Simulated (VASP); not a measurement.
Here is a VASP 6.6.1 calculation.

The input INCAR:

```
  PREC = Accurate
  ENCUT = 520
  EDIFF = 1E-6
  ISMEAR = 0
  SIGMA = 0.02
  LREAL = F
  LASPH = T
  NELM = 80
  ALGO = Normal
  ISIF = 2
  LWAVE = F
  LCHARG = F
  GGA = PS
  NBANDS = 41
```

KPOINTS

```
Automatic mesh
0
Gamma
  6 8 6
```

POSCAR

```
AlGa3N4
1.0
    5.1809187612      0.0000000000      0.0001216566
    0.0000000000      3.1887221871      0.0000000000
   -0.0033525548      0.0000000000      5.3141393946
Al Ga N
1 3 4
Direct
    0.0001744703      0.5000000000      0.6678995561
    0.4984564793      0.5000000000      0.3343105357
    0.4983816269      0.0000000000      0.8307909683
    0.9990550348      0.0000000000      0.1668708266
    0.1203683609      0.5000000000      0.3381288902
    0.1181951540      0.0000000000      0.8243188193
    0.6209869378      0.0000000000      0.1683048548
    0.6319819459      0.5000000000      0.6693765490
```

Potentials or basis: VASP PAW PBE potentials, release 64 (Al, Ga_d, N).

Command:

```sh
$ cat potpaw_PBE.64/Al/POTCAR potpaw_PBE.64/Ga_d/POTCAR potpaw_PBE.64/N/POTCAR > POTCAR
$ mpirun -np 1 vasp_std > vasp.out
```

Question: Predict the band gap on the k mesh.

Answer: 2.33 eV, direct.

Question: Estimate the largest force.

Answer: 0.264 eV/Å.

Question: Estimate the pressure.

Answer: 3.0 GPa.

Stress tensor (GPa, compression positive):
```
-1.63  0.00 -0.03
 0.00  0.17  0.00
-0.03  0.00 10.48
```

Caveat: the cell differs from its parent crystal (uniaxial strain along c: -3.0 %); the PAW data sets were made with another functional, which shifts forces and pressure a little.
